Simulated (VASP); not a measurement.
Set up this calculation in VASP 6.6.1, as the native input.

```
Task                   : single point
Functional             : PBE
Potentials or basis    : VASP PAW PBE potentials, release 64 (Pb_d, O)
Cutoff                 : 600 eV
k mesh                 : 6 × 6 × 6
Occupations            : fermi-dirac, width 0.02 eV
Spin                   : no spin polarisation
Dipole correction      : no
Further INCAR settings : ALGO = Normal; EDIFF = 1e-06; NBANDS = 28
```

The structure of PbO lies in POSCAR:

```
PbO
1.0
    3.9900000000      0.0000000000      0.0000000000
    0.0000000000      3.9900000000      0.0000000000
    0.0000000000      0.0000000000      5.0100000000
Pb O
2 2
Direct
    0.5000000000      0.0000000000      0.7600000000
    0.0000000000      0.5000000000      0.2400000000
    0.5000000000      0.5000000000      0.0000000000
    0.0000000000      0.0000000000      0.0000000000
```

One way to write it, as run:

INCAR

```
PREC = Accurate
ENCUT = 600
EDIFF = 1E-6
ISMEAR = -1
SIGMA = 0.02
LREAL = False
LASPH = True
NELM = 120
ALGO = Normal
ISIF = 2
LWAVE = False
LCHARG = True
GGA = PE
LELF = True
LVHAR = True
NBANDS = 28
GGA_COMPAT = False
```

KPOINTS

```
regular mesh
0
Gamma
  6 6 6
```

Potentials or basis: VASP PAW PBE potentials, release 64 (Pb_d, O).

Run with:

```console
$ cat potpaw_PBE.64/Pb_d/POTCAR potpaw_PBE.64/O/POTCAR > POTCAR
$ mpirun -np 1 vasp_std > vasp.out
```

Results of the run:

| Item | Value |
| --- | --- |
| Pressure | 3.0 GPa |
| Largest force | 0.026 eV/Å |
| Band gap on the k mesh | 1.16 eV (least direct gap 2.11 eV) |

Caveat: the cell stands under pressure; spin-orbit coupling is left out, which moves the levels of the heavy elements.

It took 120 s on 1 thread of Intel Xeon 8259CL (shared host), peak memory 0.25 GiB.
